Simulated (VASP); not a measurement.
# FeO (I4/mmm) in VASP: single point with r2SCAN+U

Aim: the single point of FeO with r2SCAN+U.

Program: VASP 6.6.1. These are calculated values, not measurements. Logs are shortened: lines on timing, memory, paths and dates and some standing lists are left out, and cuts for length are marked.

**1. The cell of the first run**

Symmetry: I4/mmm, No. 139, tetragonal system. The conventional cell has a = 3.277 Å, b = 3.277 Å, c = 4.262 Å, α = 90.00°, β = 90.00°, γ = 90.00°. Fe (site symmetry 4/mmm) has 6 O at 2.13 to 2.32 Å within 2.8 Å. Within 2.8 Å of O (site symmetry 4/mmm) lie 6 Fe at 2.13 to 2.32 Å.

**2. Single point, r2SCAN+U, collinear spin, antiferromagnetic start**

POSCAR

```
FeO
1.0
    2.6881124140     -1.6386460738      0.0000000000
    2.6881124140      1.6386460738      0.0000000000
   -1.3806179561      0.0000000000      5.1959302854
Fe O
2 2
Direct
    0.5000000000      0.5000000000      0.5000000000
    0.0000000000      0.0000000000      0.0000000000
    0.7500000000      0.7500000000      0.2500000000
    0.2500000000      0.2500000000      0.7500000000
```

INCAR.step1

```
SYSTEM = FeO
ALGO = Normal
EDIFF = 1E-4
ENCUT = 520
GGA = PE
ISMEAR = 1
ISPIN = 2
LASPH = .TRUE.
LCHARG = .FALSE.
LDAU = .TRUE.
LDAUJ = 0 0
LDAUL = 2 -1
LDAUTYPE = 2
LDAUU = 2 0
LMAXMIX = 4
LREAL = .FALSE.
LWAVE = .TRUE.
MAGMOM = 2.4 -2.4 0 0
NBANDS = 26
NELM = 150
PREC = Accurate
SIGMA = 0.1
```

INCAR.step2

```
SYSTEM = FeO
ALGO = Normal
EDIFF = 1E-6
ENCUT = 520
ISIF = 2
ISMEAR = 1
ISPIN = 2
ISTART = 1
LASPH = .TRUE.
LCHARG = .TRUE.
LDAU = .TRUE.
LDAUJ = 0 0
LDAUL = 2 -1
LDAUPRINT = 1
LDAUTYPE = 2
LDAUU = 2 0
LELF = .TRUE.
LMAXMIX = 4
LMIXTAU = .TRUE.
LORBIT = 11
LREAL = .FALSE.
LVHAR = .TRUE.
LWAVE = .FALSE.
MAGMOM = 2.4 -2.4 0 0
METAGGA = R2SCAN
NBANDS = 26
NELM = 150
PREC = Accurate
SIGMA = 0.1
```

KPOINTS

```
k-points
0
G
  8 8 5
  0 0 0
```

Potentials or basis: VASP PAW PBE potentials, release 64 (Fe, O).

Started as:

```
> cat potpaw_PBE.64/Fe/POTCAR potpaw_PBE.64/O/POTCAR > POTCAR
> cp INCAR.step1 INCAR
> mpirun -np 1 vasp_std > vasp.out
> cp INCAR.step2 INCAR
> mpirun -np 1 vasp_std > vasp.out
```

OUTCAR:

```text
SYSTEM = FeO
   EDIFF = 1E-6
   ENCUT = 520
   ISIF = 2
   ISMEAR = 1
   ISPIN = 2
   ISTART = 1
   LASPH = .TRUE.
   LORBIT = 11
   LREAL = .FALSE.
   METAGGA = R2SCAN
   NELM = 150
   PREC = Accurate

 ion  position               nearest neighbor table
   1  0.500  0.500  0.500-   3 2.13   4 2.13   4 2.32   4 2.32   3 2.32   3 2.32
   2  0.000  0.000  0.000-   3 2.13   4 2.13   3 2.32   3 2.32   4 2.32   4 2.32
   3  0.750  0.750  0.250-   1 2.13   2 2.13   1 2.32   1 2.32   2 2.32   2 2.32
   4  0.250  0.250  0.750-   1 2.13   2 2.13   2 2.32   2 2.32   1 2.32   1 2.32

  LATTYP: Found a base centered monoclinic cell.
 ALAT       =     5.3762248280
 B/A-ratio  =     0.6095898614
 C/A-ratio  =     1.0000000704
 COS(beta)  =    -0.2568006181

  Lattice vectors:

 A1 = (   2.6881124140,  -1.6386460738,   0.0000000000)
 A2 = (   2.6881124140,   1.6386460738,   0.0000000000)
 A3 = (  -1.3806179561,   0.0000000000,   5.1959302854)

Analysis of symmetry for initial positions (statically):
=====================================================================
 Subroutine PRICEL returns following result:

  LATTYP: Found a body centered tetragonal cell.
 ALAT       =     3.2772917861
 C/A-ratio  =     1.3004106659
[... 12 lines left out ...]
 Subroutine GETGRP returns: Found  4 space group operations
 (whereof  4 operations were pure point group operations)
 out of a pool of  4 trial point group operations.

The static configuration has the point symmetry C_2h.

Analysis of symmetry for dynamics (positions and initial velocities):
=====================================================================
 Subroutine PRICEL returns following result:

  LATTYP: Found a body centered tetragonal cell.
 ALAT       =     3.2772917861
 C/A-ratio  =     1.3004106659
[... 12 lines left out ...]
 Subroutine GETGRP returns: Found  4 space group operations
 (whereof  4 operations were pure point group operations)
 out of a pool of  4 trial point group operations.

The dynamic configuration has the point symmetry C_2h.

Analysis of structural, dynamic, and magnetic symmetry:
=====================================================================
 Subroutine PRICEL returns following result:

  LATTYP: Found a body centered tetragonal cell.
 ALAT       =     3.2772917861
 C/A-ratio  =     1.3004106659
[... 12 lines left out ...]
 Subroutine GETGRP returns: Found  4 space group operations
 (whereof  4 operations were pure point group operations)
 out of a pool of  4 trial point group operations.

The overall configuration has the point symmetry C_2h.

 Subroutine INISYM returns: Found  4 space group operations
 (whereof  4 operations are pure point group operations),
 and found     2 'primitive' translations

----------------------------------------------------------------------------------------

                                     Primitive cell

  volume of cell :      22.8874

  direct lattice vectors                    reciprocal lattice vectors
    -0.690308978  1.638646074  2.597965143     0.000000000 -0.000000000  0.384916635
    -2.688112414 -1.638646074  0.000000000    -0.186004126 -0.305129953  0.143034899
     2.688112414 -1.638646074 -0.000000000     0.186004126 -0.305129953  0.241881736

  length of vectors
[... 135 lines left out ...]
  0.0000  0.0000 -0.0030  0.9847 -0.0177
 -0.0000  0.0000 -0.0008 -0.0177  0.9688

spin component  2

  0.0457  0.0183 -0.0000  0.0000 -0.0000
  0.0183  0.0493 -0.0000 -0.0000  0.0000
 -0.0000 -0.0000  0.3502  0.2474  0.3586
  0.0000 -0.0000  0.2474  0.3014  0.2311
 -0.0000  0.0000  0.3586  0.2311  0.4548

 occupancies and eigenvectors

  o =  0.0292  v =  0.0000  0.0000  0.0000  0.0000  0.0000 -0.7410  0.6716 -0.0000  0.0000  0.0000      0.0000  0.0000  0.0000  0.0000  0.0000  0.0000  0.0000  0.0000  0.0000  0.0000
  o =  0.0292  v =  0.0000  0.0000  0.0000  0.0000  0.0000  0.0000 -0.0000 -0.8037  0.2887  0.5203      0.0000  0.0000  0.0000  0.0000  0.0000  0.0000  0.0000  0.0000  0.0000  0.0000
  o =  0.0659  v =  0.0000  0.0000  0.0000  0.0000  0.0000 -0.6716 -0.7410  0.0000 -0.0000 -0.0000      0.0000  0.0000  0.0000  0.0000  0.0000  0.0000  0.0000  0.0000  0.0000  0.0000
  o =  0.1352  v =  0.0000  0.0000  0.0000  0.0000  0.0000 -0.0000 -0.0000  0.0527 -0.8365  0.5455      0.0000  0.0000  0.0000  0.0000  0.0000  0.0000  0.0000  0.0000  0.0000  0.0000
  o =  0.9422  v =  0.0000  0.0000  0.0000  0.0000  0.0000  0.0000  0.0000 -0.5927 -0.4658 -0.6570      0.0000  0.0000  0.0000  0.0000  0.0000  0.0000  0.0000  0.0000  0.0000  0.0000
  o =  0.9556  v =  0.0000  0.0000 -0.6070 -0.4573 -0.6499  0.0000  0.0000  0.0000  0.0000  0.0000      0.0000  0.0000  0.0000  0.0000  0.0000  0.0000  0.0000  0.0000  0.0000  0.0000
  o =  0.9604  v = -0.8184  0.5746  0.0000  0.0000 -0.0000  0.0000  0.0000  0.0000  0.0000  0.0000      0.0000  0.0000  0.0000  0.0000  0.0000  0.0000  0.0000  0.0000  0.0000  0.0000
  o =  0.9604  v =  0.0000 -0.0000  0.7927 -0.2906 -0.5359  0.0000  0.0000  0.0000  0.0000  0.0000      0.0000  0.0000  0.0000  0.0000  0.0000  0.0000  0.0000  0.0000  0.0000  0.0000
  o =  0.9827  v = -0.5746 -0.8184 -0.0000 -0.0000  0.0000  0.0000  0.0000  0.0000  0.0000  0.0000      0.0000  0.0000  0.0000  0.0000  0.0000  0.0000  0.0000  0.0000  0.0000  0.0000
  o =  0.9962  v =  0.0000  0.0000  0.0561 -0.8405  0.5389  0.0000  0.0000  0.0000  0.0000  0.0000      0.0000  0.0000  0.0000  0.0000  0.0000  0.0000  0.0000  0.0000  0.0000  0.0000

atom =   2  type =  1  l = 2

 onsite density matrix

spin component  1

  0.0457  0.0183 -0.0000  0.0000 -0.0000
  0.0183  0.0493 -0.0000 -0.0000  0.0000
 -0.0000 -0.0000  0.3502  0.2474  0.3586
  0.0000 -0.0000  0.2474  0.3014  0.2311
 -0.0000  0.0000  0.3586  0.2311  0.4548

spin component  2

  0.9677  0.0105  0.0000  0.0000 -0.0000
  0.0105  0.9753 -0.0000  0.0000 -0.0000
  0.0000 -0.0000  0.9587 -0.0030 -0.0008
  0.0000  0.0000 -0.0030  0.9847 -0.0177
 -0.0000 -0.0000 -0.0008 -0.0177  0.9688

 occupancies and eigenvectors

  o =  0.0292  v = -0.7410  0.6716 -0.0000  0.0000  0.0000  0.0000  0.0000  0.0000  0.0000  0.0000      0.0000  0.0000  0.0000  0.0000  0.0000  0.0000  0.0000  0.0000  0.0000  0.0000
  o =  0.0292  v =  0.0000 -0.0000 -0.8037  0.2887  0.5203  0.0000  0.0000  0.0000  0.0000  0.0000      0.0000  0.0000  0.0000  0.0000  0.0000  0.0000  0.0000  0.0000  0.0000  0.0000
  o =  0.0659  v = -0.6716 -0.7410  0.0000 -0.0000 -0.0000  0.0000  0.0000  0.0000  0.0000  0.0000      0.0000  0.0000  0.0000  0.0000  0.0000  0.0000  0.0000  0.0000  0.0000  0.0000
  o =  0.1352  v = -0.0000  0.0000  0.0527 -0.8365  0.5455  0.0000  0.0000  0.0000  0.0000  0.0000      0.0000  0.0000  0.0000  0.0000  0.0000  0.0000  0.0000  0.0000  0.0000  0.0000
  o =  0.9422  v =  0.0000  0.0000 -0.5927 -0.4658 -0.6570  0.0000  0.0000  0.0000  0.0000  0.0000      0.0000  0.0000  0.0000  0.0000  0.0000  0.0000  0.0000  0.0000  0.0000  0.0000
  o =  0.9556  v =  0.0000  0.0000  0.0000  0.0000  0.0000  0.0000 -0.0000  0.6070  0.4573  0.6499      0.0000  0.0000  0.0000  0.0000  0.0000  0.0000  0.0000  0.0000  0.0000  0.0000
  o =  0.9604  v =  0.0000  0.0000  0.0000  0.0000  0.0000 -0.8184  0.5746  0.0000  0.0000 -0.0000      0.0000  0.0000  0.0000  0.0000  0.0000  0.0000  0.0000  0.0000  0.0000  0.0000
  o =  0.9604  v =  0.0000  0.0000  0.0000  0.0000  0.0000  0.0000  0.0000 -0.7927  0.2906  0.5359      0.0000  0.0000  0.0000  0.0000  0.0000  0.0000  0.0000  0.0000  0.0000  0.0000
  o =  0.9827  v =  0.0000  0.0000  0.0000  0.0000  0.0000 -0.5746 -0.8184 -0.0000 -0.0000  0.0000      0.0000  0.0000  0.0000  0.0000  0.0000  0.0000  0.0000  0.0000  0.0000  0.0000
  o =  0.9962  v =  0.0000  0.0000  0.0000  0.0000  0.0000  0.0000  0.0000  0.0561 -0.8405  0.5389      0.0000  0.0000  0.0000  0.0000  0.0000  0.0000  0.0000  0.0000  0.0000  0.0000

 number of electron      27.9999997 magnetization      -0.0000000

 Free energy of the ion-electron system (eV)
  ---------------------------------------------------
  ext. energy  EPLUGINS =         0.00000000
  ---------------------------------------------------
  free energy    TOTEN  =       -44.16885592 eV

  energy without entropy =      -44.17091441  energy(sigma->0) =      -44.16954208

 E-fermi :   4.1433     XC(G=0): -11.9122

 val. band max:        4.0793379412   @ k =  -0.1250   0.2500   0.4000
 cond. band min:       5.0862663288   @ k =   0.0000   0.0000   0.0000
 fundamental gap:      1.0069283876
 Fermi energy:         4.1433385087

 spin component 1

 k-point     1 :       0.0000    0.0000    0.0000
  band No.  band energies     occupation
      1     -15.8483      1.00000
      2     -14.9858      1.00000
      3      -3.0352      1.00000
      4      -1.8000      1.00000
      5      -1.4199      1.00000
      6      -0.2942      1.00000
[... 1385 lines left out ...]
     25      18.8739      0.00000
     26      19.5617      0.00000

 [... further k-points ...]
[... 5 lines left out ...]
  --------------------------------------------------------------------------------------
  -------------------------------------------------------------------------------------
  Total       -5.0821788     -3.7139161     -5.0407479      0.0000000      0.0000000      1.3284121
  in kB     -177.8830735   -129.9920449   -176.4329367      0.0000000      0.0000000     46.4962045
  external PRESSURE =    -161.4360184 kB  Pullay stress =       0.0000000 kB

 VOLUME and BASIS-vectors are now :
 -----------------------------------------------------------------------------
  energy-cutoff  :      520.00
  volume of cell :       45.77
      direct lattice vectors                 reciprocal lattice vectors
     2.688112414 -1.638646074  0.000000000     0.186004126 -0.305129953  0.049423418
     2.688112414  1.638646074  0.000000000     0.186004126  0.305129953  0.049423418
    -1.380617956  0.000000000  5.195930285     0.000000000  0.000000000  0.192458317

 POSITION                                       TOTAL-FORCE (eV/Angst)
 -----------------------------------------------------------------------------------
      1.99780      0.00000      2.59797        -0.000000      0.000000      0.000000
      0.00000      0.00000      0.00000        -0.000000     -0.000000     -0.000000
      3.68701      0.00000      1.29898         0.000000      0.000000     -0.000000
      0.30859      0.00000      3.89695         0.000000     -0.000000      0.000000
 -----------------------------------------------------------------------------------
    total drift:                                0.000000     -0.000000     -0.000000

  FREE ENERGIE OF THE ION-ELECTRON SYSTEM (eV)
  ---------------------------------------------------
  free  energy   TOTEN  =       -44.1688559151 eV

  energy  without entropy=      -44.1709144064  energy(sigma->0) =      -44.16954208

 total charge

# of ion       s       p       d       tot
------------------------------------------
    1        0.251   0.290   6.039   6.579
    2        0.251   0.290   6.039   6.579
    3        1.557   3.435   0.000   4.992
    4        1.557   3.435   0.000   4.992
--------------------------------------------------
tot          3.614   7.450  12.078  23.142

 magnetization (x)

# of ion       s       p       d       tot
------------------------------------------
    1        0.021   0.011   3.651   3.683
    2       -0.021  -0.011  -3.651  -3.683
    3        0.000   0.000   0.000   0.000
    4        0.000   0.000   0.000   0.000
--------------------------------------------------
tot          0.000   0.000   0.000   0.000
```

Run time: 8.3 min. Hardware: 1 thread of Intel Xeon 6975P-C (Granite Rapids), shared host; peak memory 0.3 GiB.

What came out:

```yaml
Free_energy: -44.1689 eV
Pressure: -16.1 GPa
Band_gap_on_the_k_mesh: 1.01 eV
Net_moment: 0.00 μB per cell
Site_moments: Fe +3.68, -3.68; O +0.00 μB
Valence_electrons_inside_the_program's_atomic_spheres: Fe 6.58; O 4.99
```

Stress tensor (GPa, compression positive):
```
-17.79   0.00   4.65
  0.00 -13.00   0.00
  4.65   0.00 -17.64
```

Eigenvalues of the final occupation matrices:
```
    site  spin  trace               eigenvalues
site 1 d     1   4.86  0.96 0.96 0.96 0.98 1.00
site 1 d     2   1.20  0.03 0.03 0.07 0.14 0.94
site 2 d     1   1.20  0.03 0.03 0.07 0.14 0.94
site 2 d     2   4.86  0.96 0.96 0.96 0.98 1.00
```

Caveat: the cell stands under tension; the PAW data sets were made with another functional, which shifts forces and pressure a little; an odd mesh through Γ misses points on the zone boundary, where band edges can lie.
